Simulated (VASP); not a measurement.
Set up this calculation in VASP 6.6.1, as the native input.

* Task: single point
* Functional: PBE
* Potentials or basis: VASP PAW PBE potentials, release 64 (Hf_pv, O)
* Cutoff: 520 eV
* k mesh: 4 × 4 × 4
* Occupations: gaussian, width 0.01 eV
* Spin: no spin polarisation
* Dipole correction: no
* Further INCAR settings: ALGO = Normal; EDIFF = 1e-06; NBANDS = 56

The structure of HfO2 lies in POSCAR:

```
HfO2
1.0
    5.2936098651      0.0000000000      0.0000000000
    0.0000000000      5.0690820776      0.0000000000
    0.0000000000      0.0000000000      5.1010768668
Hf O
4 8
Direct
    0.0325922788      0.2662966146      0.2400087179
    0.4674077212      0.2662966146      0.7400087179
    0.5325922788      0.7337033854      0.2400087179
    0.9674077212      0.7337033854      0.7400087179
    0.3654176027      0.0676246699      0.3831519686
    0.1345823973      0.0676246699      0.8831519686
    0.7292244608      0.4627859517      0.4898393134
    0.7707755392      0.4627859517      0.9898393134
    0.2707755392      0.5372140483      0.9898393134
    0.2292244608      0.5372140483      0.4898393134
    0.8654176027      0.9323753301      0.3831519686
    0.6345823973      0.9323753301      0.8831519686
```

One way to write it, as run:

INCAR

```
SYSTEM = HfO2
PREC = Accurate
ENCUT = 520
EDIFF = 1E-6
ISMEAR = 0
SIGMA = 0.01
LREAL = .FALSE.
LASPH = .TRUE.
NELM = 80
ALGO = Normal
ISIF = 2
LWAVE = .FALSE.
LCHARG = .FALSE.
GGA = PE
NBANDS = 56
```

KPOINTS

```
regular mesh
0
G
  4 4 4
  0 0 0
```

Potentials or basis: VASP PAW PBE potentials, release 64 (Hf_pv, O).

The run is started by

```console
$ cat potpaw_PBE.64/Hf_pv/POTCAR potpaw_PBE.64/O/POTCAR > POTCAR
$ mpirun -np 1 vasp_std > vasp.out
```

It gave:

```yaml
Pressure: -3.1 GPa
Largest_force: 0.059 eV/Å
Band_gap_on_the_k_mesh: 4.36 eV (least direct gap 4.57 eV)
```

Caveat: the cell stands under tension; spin-orbit coupling is left out, which moves the levels of the heavy elements.

Wall time 110 s on 1 thread of Intel(R) Xeon(R) Platinum 8488C (Sapphire Rapids) (shared host), peak memory 0.33 GiB.
